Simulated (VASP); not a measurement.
Set up this calculation in VASP 6.6.1, as the native input.

| Item | Value |
| --- | --- |
| Task | relaxation of cell and atoms |
| Functional | r2SCAN |
| Potentials or basis | VASP PAW PBE potentials, release 64 (K_sv, Br) |
| Cutoff | 600 eV |
| k mesh | 6 × 6 × 6 |
| Occupations | gaussian, width 0.02 eV |
| Spin | no spin polarisation |
| Dipole correction | no |
| Further INCAR settings | ALGO = Normal; EDIFF = 1e-06; IBRION = 2; EDIFFG = -0.01; NSW = 100; ISIF = 3 |

KBr:

```
K Br
1.0
     4.04350    0.00000    0.00000
     0.00000    4.04350    0.00000
     0.00000    0.00000    4.04350
K Br
1 1
Direct
  0.00000 0.00000 0.00000
  0.50000 0.50000 0.50000
```

One way to write it, as run:

POSCAR

```
KBr
1.0
    4.0434990000      0.0000000000      0.0000000000
    0.0000000000      4.0434990000      0.0000000000
    0.0000000000      0.0000000000      4.0434990000
K Br
1 1
Direct
    0.0000000000      0.0000000000      0.0000000000
    0.5000000000      0.5000000000      0.5000000000
```

INCAR.step1

```
PREC     = Accurate       # precision mode
ENCUT    = 600            # plane-wave cutoff, eV
ISMEAR   = 0              # smearing method
SIGMA    = 0.02           # smearing width, eV
LREAL    = F              # projectors in reciprocal space
LASPH    = T              # aspherical terms in the spheres
NELM     = 60             # most SCF steps
GGA      = PE             # functional
ALGO     = Normal         # electronic algorithm
EDIFF    = 1E-4           # SCF threshold, eV
LWAVE    = T              # write WAVECAR
LCHARG   = F              # write CHGCAR
```

INCAR.step2

```
PREC     = Accurate       # precision mode
ENCUT    = 600            # plane-wave cutoff, eV
EDIFF    = 1E-6           # SCF threshold, eV
ISMEAR   = 0              # smearing method
SIGMA    = 0.02           # smearing width, eV
LREAL    = F              # projectors in reciprocal space
LASPH    = T              # aspherical terms in the spheres
NELM     = 60             # most SCF steps
ALGO     = Normal         # electronic algorithm
ISIF     = 3              # what is computed and relaxed
LWAVE    = F              # write WAVECAR
LCHARG   = F              # write CHGCAR
METAGGA  = R2SCAN         # meta-GGA
LMIXTAU  = T            
IBRION   = 2              # ionic algorithm
NSW      = 100            # ionic steps
EDIFFG   = -0.01          # ionic threshold
ISTART   = 1
```

KPOINTS

```
regular mesh
0
Gamma
  6 6 6
```

Potentials or basis: VASP PAW PBE potentials, release 64 (K_sv, Br).

Command:

```sh
$ cat potpaw_PBE.64/K_sv/POTCAR potpaw_PBE.64/Br/POTCAR > POTCAR
$ cp INCAR.step1 INCAR
$ mpirun -np 1 vasp_std > vasp.out
$ cp INCAR.step2 INCAR
$ mpirun -np 1 vasp_std > vasp.out
```

Results of the run:

```yaml
Relaxed_volume: 31.44 Å³/atom
Relaxed_cell: a = 3.976 Å, b = 3.976 Å, c = 3.976 Å, α = 90.00°, β = 90.00°, γ = 90.00°
Space_group_after_relaxing_to_0.1_Å: Pm-3m (No. 221)
Energy_gained_by_relaxing: 4.4 meV/atom
Ionic_steps: 4
Pressure_after_relaxing: 0.0 GPa
Band_gap_on_the_k_mesh: 4.77 eV (least direct gap 5.05 eV)
```

Caveat: the PAW data sets were made with another functional, which shifts forces and pressure a little.

Wall time 91 s on 1 thread of Intel(R) Xeon(R) Platinum 8488C (Sapphire Rapids), on a shared host, peak memory 0.2 GiB.
